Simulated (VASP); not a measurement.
Crystal: Os.

```
CELL_PARAMETERS angstrom
1.52000 1.52000 1.52000
-1.52000 1.52000 1.52000
-1.52000 -1.52000 1.52000
ATOMIC_POSITIONS crystal
Os 0.00000 0.00000 0.00000
```

| Quantity | Value |
| --- | --- |
| Program | VASP 6.6.1 |
| Task | relaxation of cell and atoms |
| Functional | PBE |
| Potentials or basis | VASP PAW PBE potentials, release 64 (Os) |
| Cutoff | 600 eV |
| k mesh | 19 × 19 × 19 |
| Occupations | fermi-dirac, width 0.1 eV |
| Spin | no spin polarisation |

At the start: pressure 21.1 GPa; volume 14.05 Å³/atom.

Q: How do energy, volume and symmetry change on relaxing?

A: Over 15 steps the energy falls by 46.8 meV/atom and the volume is 14.79 Å³/atom (+5.3 %); space group Im-3m (No. 229, to 0.05 Å).

The path:
```
step  energy change (eV)  largest force (eV/Å)  pressure (GPa)  volume (Å³)
   1              0.0000                0.0000           21.08        14.05
   2              0.5149                0.0000          -43.55        18.15
   3             -0.0464                0.0000           -1.78        14.87
   4             -0.0468                0.0000           -0.15        14.80
   5             -0.0468                0.0000            0.22        14.79
   6             -0.0468                0.0000            0.22        14.79
   7             -0.0468                0.0000            0.19        14.79
   8             -0.0468                0.0000            0.18        14.79
   9             -0.0468                0.0000            0.18        14.79
  10             -0.0468                0.0000            0.18        14.79
  11             -0.0468                0.0000            0.18        14.79
  12             -0.0468                0.0000            0.18        14.79
  13             -0.0468                0.0000            0.17        14.79
  14             -0.0468                0.0000            0.14        14.79
  15             -0.0468                0.0000            0.10        14.79
```

Final structure:
```
Os
1.0
     1.54644    1.54644    1.54644
    -1.54644    1.54644    1.54644
    -1.54644   -1.54644    1.54644
Os
1
Direct
  0.00000 0.00000 0.00000
```
